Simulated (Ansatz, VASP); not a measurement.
## S in VASP and in Ansatz

The input INCAR:

```
ALGO = Normal ; EDIFF = 1E-6
ENCUT = 520 ; GGA = PE
ISIF = 2 ; ISMEAR = -1
LASPH = True ; LCHARG = False
LREAL = False ; LWAVE = False
NBANDS = 16 ; NELM = 80
PREC = Accurate ; SIGMA = 0.1
```

File KPOINTS:

```
k-points
0
Gamma
  8 8 11
```

File POSCAR:

```
S
1.0
    6.7708042205      0.0000000000      0.0000000000
   -3.3854021103      5.8636884590      0.0000000000
    0.0000000000      0.0000000000      2.1345601296
S
3
Direct
    0.0000000000      0.0000000000      0.0000000000
    0.3333333333      0.6666666667      0.5000000000
    0.6666666667      0.3333333333      0.5000000000
```

Input for Ansatz:

```yaml
crystal:
  lattice:
    - [6.7708042205, 0.0, 0.0]
    - [-3.3854021103, 5.863688459, 0.0]
    - [0.0, 0.0, 2.1345601296]
  atoms:
    - { symbol: S, position: [0.0, 0.0, 0.0] }
    - { symbol: S, position: [0.3333333333, 0.6666666667, 0.5] }
    - { symbol: S, position: [0.6666666667, 0.3333333333, 0.5] }
kpoints:
  mp_grid: { grid: [8, 8, 11] }
  band_path:
    path:
      - [0.0, 0.0, 0.0]
      - [0.5, 0.0, 0.0]
      - [0.3333333333, 0.3333333333, 0.0]
      - [0.0, 0.0, 0.0]
      - [0.0, 0.0, 0.5]
      - [0.5, 0.0, 0.5]
      - [0.3333333333, 0.3333333333, 0.5]
      - [0.0, 0.0, 0.5]
      - [0.5, 0.0, 0.5]
    npoints: 14
scf:
  occupations: { method: fermi_dirac, width: 0.1 }
hamiltonian:
  xc: pbe
  pseudopotentials: { kind: all_electron, lapw: { basis_error: 0.001 } }
output:
  forces: true
  stress: true
  eigenvalues: true
  populations: true
  dos: { projected: true, de: 0.2, e_range: [-14, 8] }
```

Alike in both runs: task single point; functional PBE; k mesh 8 × 8 × 11; occupations fermi-dirac, width 0.1 eV; no spin polarisation.

|  | VASP | Ansatz |
| --- | --- | --- |
| version | VASP 6.6.1 | Ansatz 0.2.0 |
| potentials or method | VASP PAW PBE potentials, release 64 (S), cutoff 520 eV | all-electron LAPW, scalar-relativistic |

Ansatz gave:

| Item | Value |
| --- | --- |
| pressure (GPa) | 0.0 |
| traceless stress, the component that is largest in VASP (GPa) | 0.02 |

Question: Which values does VASP return?

Answer: Pressure (GPa): -0.2; traceless stress, the component that is largest in VASP (GPa): -0.36.

Ansatz ran all-electron here, and VASP with PAW potentials.
